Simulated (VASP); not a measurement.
A run of VASP 6.6.1 is set up as follows.

Contents of INCAR:

```
SYSTEM = Si3N4
PREC = Accurate
ENCUT = 520
EDIFF = 1E-6
ISMEAR = -1
SIGMA = 0.02
LREAL = .FALSE.
LASPH = .TRUE.
NELM = 100
ALGO = Normal
ISIF = 2
LWAVE = .FALSE.
LCHARG = .TRUE.
GGA = PE
LELF = .TRUE.
LVHAR = .TRUE.
NBANDS = 45
```

KPOINTS

```
regular mesh
0
G
  6 6 8
  0 0 0
```

Contents of POSCAR:

```
Si3N4
1.0
    7.7577773369      0.0000000000      0.0000000000
   -3.8788886685      6.7184322507      0.0000000000
    0.0000000000      0.0000000000      2.8853158166
Si N
6 8
Direct
    0.2292091089      0.8223152881      0.7500000000
    0.4068938208      0.2292091089      0.2500000000
    0.8223152881      0.5931061792      0.2500000000
    0.1776847119      0.4068938208      0.7500000000
    0.5931061792      0.7707908911      0.7500000000
    0.7707908911      0.1776847119      0.2500000000
    0.3333333333      0.6666666667      0.7500000000
    0.6666666667      0.3333333333      0.2500000000
    0.9685238664      0.6692713809      0.7500000000
    0.2992524856      0.9685238664      0.2500000000
    0.6692713809      0.7007475144      0.2500000000
    0.3307286191      0.2992524856      0.7500000000
    0.0314761336      0.3307286191      0.2500000000
    0.7007475144      0.0314761336      0.7500000000
```

Potentials or basis: VASP PAW PBE potentials, release 64 (Si, N).

The run is started by

```bash
$ cat potpaw_PBE.64/Si/POTCAR potpaw_PBE.64/N/POTCAR > POTCAR
$ mpirun -np 1 vasp_std > vasp.out
```

(1) Predict the pressure.

(2) Estimate the largest force.

Answers

(1) -2.2 GPa.

(2) 0.061 eV/Å.

Caveat: the cell differs from its parent crystal (epitaxial xy strain +2.0%); the stress differs along the axes, from -6 to 5 GPa.
